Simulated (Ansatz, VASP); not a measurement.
# SrO in VASP and in Ansatz

```
Sr O
1.0
     0.00000    2.56630    2.56630
     2.56630    0.00000    2.56630
     2.56630    2.56630    0.00000
Sr O
1 1
Direct
  0.50000 0.50000 0.50000
  0.00000 0.00000 0.00000
```

Alike in both runs: task relaxation of cell and atoms; functional LDA; k mesh 8 × 8 × 8; occupations gaussian, width 0.02 eV; no spin polarisation.

```csv
,VASP,Ansatz
version,VASP 6.6.1,Ansatz 0.2.0
potentials or method,"VASP PAW LDA potentials, release 64 (Sr_sv, O), cutoff 600 eV","scalar-relativistic, plane waves, PAW"
valence electrons in the cell,16,16
```

```csv
,VASP,Ansatz,Ansatz less VASP
"gap on the k mesh at the Fermi level, each at its own relaxed structure (eV)",3.07,3.12,+0.055
relaxed volume (Å³/atom),16.34,16.24,-0.107
relaxed cell length with the largest relative difference (Å),3.589,3.581,-0.0079
```

LDA's correlation is that of Perdew and Zunger in VASP and of Perdew and Wang (1992) in Ansatz.
